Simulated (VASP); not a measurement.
Ca3As2, 5 atoms in the cell. It takes space group P6/mmm (No. 191, hexagonal). The conventional cell has a = 6.154 Å, b = 6.154 Å, c = 6.296 Å, α = 90.00°, β = 90.00°, γ = 120.00°. Within 4.0 Å of Ca (site symmetry mmm) lie 4 Ca at 3.08 Å and 4 As at 3.33 Å. Within 3.4 Å of As (site symmetry 6mm) lie 1 As at 2.53 Å and 6 Ca at 3.33 Å. The cell was built from a structure type or drawn by symmetry, and may not be a known phase.

| Property | Result |
| --- | --- |
| Program | VASP 6.6.1 |
| Task | relaxation of cell and atoms |
| Functional | PBE |
| Potentials or basis | VASP PAW PBE potentials, release 64 (Ca_sv, As) |
| Cutoff | 600 eV |
| k mesh | 6 × 6 × 6 |
| Occupations | gaussian, width 0.1 eV |
| Spin | no spin polarisation |
| Dipole correction | no |
| Further INCAR settings | ALGO = Fast; EDIFF = 1e-07; IBRION = 2; EDIFFG = -0.01; NSW = 100; ISIF = 3 |

Potentials or basis: VASP PAW PBE potentials, release 64 (Ca_sv, As).

The run is started by

```sh
$ cat potpaw_PBE.64/Ca_sv/POTCAR potpaw_PBE.64/As/POTCAR > POTCAR
$ mpirun -np 1 vasp_std > vasp.out
```

Hardware: 1 thread of Intel(R) Xeon(R) 6975P-C (Granite Rapids), on a shared host.

Task: Estimate the wall time of this run.

Result: It took 4.1 min on 1 thread of Intel(R) Xeon(R) 6975P-C (Granite Rapids), on a shared host, peak memory 0.47 GiB. Counts: scf iterations 36, k points 28, ion steps 2.
